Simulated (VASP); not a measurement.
Write the native input for VASP 6.6.1 that does the following.

| Quantity | Value |
| --- | --- |
| Task | single point |
| Functional | PBE |
| Potentials or basis | VASP PAW PBE potentials, release 64 (Si) |
| Cutoff | 500 eV |
| k mesh | 1 × 1 × 1 |
| Occupations | gaussian, width 0.01 eV |
| Spin | no spin polarisation |
| Dipole correction | no |
| Further INCAR settings | LREAL = Auto; ALGO = Normal; EDIFF = 1e-06; NBANDS = 326 |

The structure of Si lies in POSCAR:

```
Si
1.0
    0.0000000000     10.8874040000     10.8874040000
   10.8874040000      0.0000000000     10.8874040000
   10.8874040000     10.8874040000      0.0000000000
Si
128
Direct
    0.0685740000      0.0607780000      0.0635260000
    0.0003810000      0.0021700000     -0.0036430000
    0.0614220000      0.0605480000      0.3097080000
   -0.0021920000     -0.0013310000      0.2492550000
    0.0601440000      0.0635960000      0.5610780000
   -0.0083080000      0.0030930000      0.4989820000
    0.0605690000      0.0631970000      0.8130970000
    0.0001370000     -0.0022200000      0.7504980000
    0.0585060000      0.3162500000      0.0592120000
   -0.0005370000      0.2500500000      0.0005690000
    0.0618590000      0.3137540000      0.3030570000
   -0.0006070000      0.2492480000      0.2485360000
    0.0661390000      0.3096250000      0.5619460000
   -0.0056300000      0.2503710000      0.4954270000
    0.0580620000      0.3183120000      0.8139960000
   -0.0003650000      0.2501040000      0.7458840000
    0.0593990000      0.5632670000      0.0566010000
    0.0003710000      0.4950970000     -0.0000260000
    0.0592310000      0.5667730000      0.3148340000
   -0.0017020000      0.4946770000      0.2475880000
    0.0620080000      0.5595410000      0.5629060000
    0.0022660000      0.4995120000      0.4985120000
    0.0642190000      0.5613780000      0.8143980000
   -0.0011820000      0.5039210000      0.7489240000
    0.0593640000      0.8124160000      0.0604920000
   -0.0028170000      0.7493280000      0.0016410000
    0.0564570000      0.8120480000      0.3117650000
   -0.0007190000      0.7517890000      0.2462220000
    0.0639160000      0.8115720000      0.5624700000
   -0.0009040000      0.7488110000      0.4982990000
    0.0632760000      0.8177460000      0.8149800000
    0.0019550000      0.7511830000      0.7484540000
    0.3138160000      0.0676920000      0.0588470000
    0.2519220000      0.0024150000      0.0004900000
    0.3143300000      0.0659250000      0.3181030000
    0.2532150000      0.0041470000      0.2506660000
    0.3144790000      0.0627640000      0.5630890000
    0.2486000000      0.0016110000      0.5036440000
    0.3119190000      0.0630080000      0.8139860000
    0.2499070000      0.0023250000      0.7505390000
    0.3092940000      0.3096650000      0.0642860000
    0.2515370000      0.2527820000      0.0005450000
    0.3129270000      0.3082580000      0.3160610000
    0.2474810000      0.2526370000      0.2469110000
    0.3106700000      0.3128160000      0.5612960000
    0.2480810000      0.2522690000      0.5016940000
    0.3134580000      0.3115390000      0.8102650000
    0.2486790000      0.2485580000      0.7498660000
    0.3144480000      0.5619960000      0.0603700000
    0.2483240000      0.5032980000      0.0003750000
    0.3130640000      0.5631860000      0.3140060000
    0.2503220000      0.5030390000      0.2520900000
    0.3050690000      0.5621140000      0.5701760000
    0.2466280000      0.5003100000      0.5028010000
    0.3124830000      0.5659750000      0.8091860000
    0.2467210000      0.4994960000      0.7480640000
    0.3096890000      0.8139770000      0.0631980000
    0.2500210000      0.7489410000      0.0006840000
    0.3121840000      0.8105970000      0.3138330000
    0.2509650000      0.7502110000      0.2518070000
    0.3096220000      0.8121230000      0.5611360000
    0.2534630000      0.7513220000      0.5055000000
    0.3165850000      0.8115360000      0.8096560000
    0.2512580000      0.7492640000      0.7495890000
    0.5597410000      0.0640620000      0.0629830000
    0.5010470000      0.0008060000     -0.0023460000
    0.5566830000      0.0617940000      0.3108490000
    0.4986250000      0.0024930000      0.2497410000
    0.5664220000      0.0629720000      0.5642870000
    0.5013180000      0.0020930000      0.4967300000
    0.5653330000      0.0627810000      0.8099630000
    0.5015950000      0.0008980000      0.7533450000
    0.5644010000      0.3134500000      0.0582590000
    0.5043550000      0.2538630000      0.0020160000
    0.5636980000      0.3156630000      0.3102470000
    0.5018220000      0.2500590000      0.2473960000
    0.5634550000      0.3134170000      0.5669270000
    0.5024520000      0.2458350000      0.4949020000
    0.5622950000      0.3119570000      0.8100680000
    0.4962120000      0.2494950000      0.7469920000
    0.5607040000      0.5647400000      0.0631200000
    0.4980390000      0.4970800000     -0.0004870000
    0.5670040000      0.5611820000      0.3169970000
    0.4979550000      0.4994540000      0.2518050000
    0.5604920000      0.5626420000      0.5589810000
    0.5017200000      0.5030080000      0.4983110000
    0.5629830000      0.5614380000      0.8068930000
    0.5071300000      0.5016330000      0.7521470000
    0.5635070000      0.8129500000      0.0686580000
    0.4952550000      0.7491860000     -0.0010930000
    0.5619580000      0.8143070000      0.3106240000
    0.4965490000      0.7470650000      0.2511870000
    0.5649710000      0.8145990000      0.5666480000
    0.4986500000      0.7525780000      0.5017790000
    0.5620670000      0.8105440000      0.8147810000
    0.4982280000      0.7492340000      0.7474700000
    0.8170380000      0.0623610000      0.0611990000
    0.7493530000     -0.0005920000      0.0002290000
    0.8080630000      0.0594780000      0.3138140000
    0.7528120000     -0.0026310000      0.2502910000
    0.8109990000      0.0565840000      0.5616870000
    0.7471760000      0.0022620000      0.4994490000
    0.8123950000      0.0586930000      0.8128700000
    0.7449350000      0.0005660000      0.7535760000
    0.8093450000      0.3147110000      0.0661500000
    0.7494740000      0.2528960000      0.0002120000
    0.8112130000      0.3072720000      0.3096920000
    0.7461310000      0.2561870000      0.2506690000
    0.8120430000      0.3089820000      0.5669720000
    0.7469740000      0.2538570000      0.5028190000
    0.8126850000      0.3107770000      0.8123750000
    0.7465510000      0.2516860000      0.7543780000
    0.8148160000      0.5652250000      0.0606790000
    0.7507960000      0.4973330000     -0.0011760000
    0.8143910000      0.5690100000      0.3126820000
    0.7500900000      0.4950710000      0.2504530000
    0.8101300000      0.5588460000      0.5586230000
    0.7503660000      0.4989590000      0.5017630000
    0.8118860000      0.5624890000      0.8163150000
    0.7520910000      0.5019960000      0.7538400000
    0.8130670000      0.8099160000      0.0604240000
    0.7459270000      0.7509180000     -0.0010550000
    0.8138300000      0.8146730000      0.3103820000
    0.7504780000      0.7533100000      0.2502170000
    0.8149290000      0.8119880000      0.5600220000
    0.7493970000      0.7450830000      0.5018470000
    0.8111510000      0.8160090000      0.8092860000
    0.7503290000      0.7508920000      0.7494700000
```

One way to write it, as run:

INCAR

```
SYSTEM = Si
ALGO = Normal
EDIFF = 1E-6
ENCUT = 500
GGA = PE
GGA_COMPAT = .False.
ISIF = 2
ISMEAR = 0
LASPH = .True.
LCHARG = .False.
LREAL = Auto
LWAVE = .False.
NBANDS = 326
NELM = 120
PREC = Accurate
SIGMA = 0.01
```

KPOINTS

```
k-points
0
Gamma
  1 1 1
  0 0 0
```

Potentials or basis: VASP PAW PBE potentials, release 64 (Si).

Launch:

```console
$ cat potpaw_PBE.64/Si/POTCAR > POTCAR
$ mpirun -np 1 vasp_gam > vasp.out
```

Results of the run:

- Pressure: 2.3 GPa
- Largest force: 3.711 eV/Å

Caveat: the k points lie up to 0.50 Å⁻¹ apart; forces of over 1 eV/Å act on the atoms, so gaps and moduli don't describe the material at rest.

Wall time 14 min on 1 thread of Intel(R) Xeon(R) 6975P-C (Granite Rapids) (shared host), peak memory 2.1 GiB.
